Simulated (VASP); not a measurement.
**HgTe (Coloradoite): single point with PBE+D3(BJ)**

The system is HgTe (Coloradoite).

```
CELL_PARAMETERS angstrom
0.00000 3.22805 3.22805
3.22805 0.00000 3.22805
3.22805 3.22805 0.00000
ATOMIC_POSITIONS crystal
Hg 0.00000 0.00000 0.00000
Te 0.25000 0.25000 0.25000
```

This cell differs from its parent crystal: volume scaled by 0.960.

```yaml
Program: VASP 6.6.1
Task: single point
Functional: PBE
Dispersion: D3(BJ)
Potentials_or_basis: VASP PAW PBE potentials, release 64 (Hg, Te)
Cutoff: 520 eV
k_mesh: 10 × 10 × 10
Occupations: gaussian, width 0.05 eV
Spin: no spin polarisation
Dipole_correction: no
Further_INCAR_settings: ALGO = Normal; EDIFF = 1e-06; NBANDS = 16
```

| Property | Result |
| --- | --- |
| Pressure | 1.9 GPa |
| Band gap on the k mesh | zero (filled and empty bands touch) |
| Dispersion energy per atom | -0.362 eV |

Levels at points of the mesh, in eV from the Fermi level:
```csv
k point,band 7,band 8,band 9,band 10,band 11,band 12
"(0.00, 0.00, 0.00)",-0.73,-0.02,-0.02,-0.02,4.21,4.21
"(0.50, 0.00, 0.00)",-5.53,-1.01,-1.01,0.69,5.01,5.01
"(0.50, 0.50, 0.00)",-5.47,-2.30,-2.30,1.88,2.46,8.22
```

Run time: 19 s on 1 thread of Intel(R) Xeon(R) 6975P-C (Granite Rapids), on a shared host, peak memory 0.24 GiB.

Caveat: spin-orbit coupling is left out, which moves the levels of the heavy elements; pairwise dispersion overbinds metals, which lowers pressure and volume.
